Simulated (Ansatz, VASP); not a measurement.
**Two plane-wave programs on ZrC**

The input INCAR:

```
SYSTEM = ZrC
PREC = Accurate
ENCUT = 520
EDIFF = 1E-7
ISMEAR = 0
SIGMA = 0.15
LREAL = .False.
LASPH = .True.
NELM = 60
ALGO = Normal
ISIF = 2
LWAVE = .False.
LCHARG = .True.
GGA = PE
LELF = .True.
LVHAR = .True.
NBANDS = 15
```

The input KPOINTS:

```
Automatic mesh
0
Gamma
  18 18 18
  0 0 0
```

The input POSCAR:

```
ZrC
1.0
    0.0000000000      2.4207163000      2.3854631500
    2.4207163000      0.0000000000      2.3854631500
    2.4207163000      2.4207163000      0.0000000000
Zr C
1 1
Direct
    0.5000000000      0.5000000000      0.5000000000
    0.0000000000      0.0000000000      0.0000000000
```

Input for Ansatz:

```yaml
crystal:
  lattice:
    - [0.0, 2.4207163, 2.38546315]
    - [2.4207163, 0.0, 2.38546315]
    - [2.4207163, 2.4207163, 0.0]
  atoms:
    - { symbol: Zr, position: [0.5, 0.5, 0.5] }
    - { symbol: C, position: [0.0, 0.0, 0.0] }
basis:
  ecutwfc: 420
kpoints:
  mp_grid: { grid: [18, 18, 18] }
hamiltonian:
  xc: pbe
scf:
  occupations: { method: gaussian, width: 0.15 }
output:
  forces: true
  stress: true
  eigenvalues: true
```

Change from the starting cell: strain +0.030 along x and y, +0.015 along z, atoms carried along.

Alike in both runs: task single point; functional PBE; k mesh 18 × 18 × 18; occupations gaussian, width 0.15 eV; no spin polarisation.

|  | VASP | Ansatz |
| --- | --- | --- |
| version | VASP 6.6.1 | Ansatz 0.2.0 |
| potentials or method | VASP PAW PBE potentials, release 64 (Zr_sv, C), cutoff 520 eV | scalar-relativistic, plane waves, PAW |
| valence electrons in the cell | 16 | 16 |

Ansatz gave:

* gap on the k mesh at the Fermi level (eV): none
* pressure (GPa): -13.2
* traceless stress, the component that is largest in VASP (GPa): 2.54

Problem. What did VASP give for the same quantities?

Solution. gap on the k mesh at the Fermi level (eV): none; pressure (GPa): -13.0; traceless stress, the component that is largest in VASP (GPa): 2.56.

A gap of «none» marks a metal or a gap that the smearing closes.
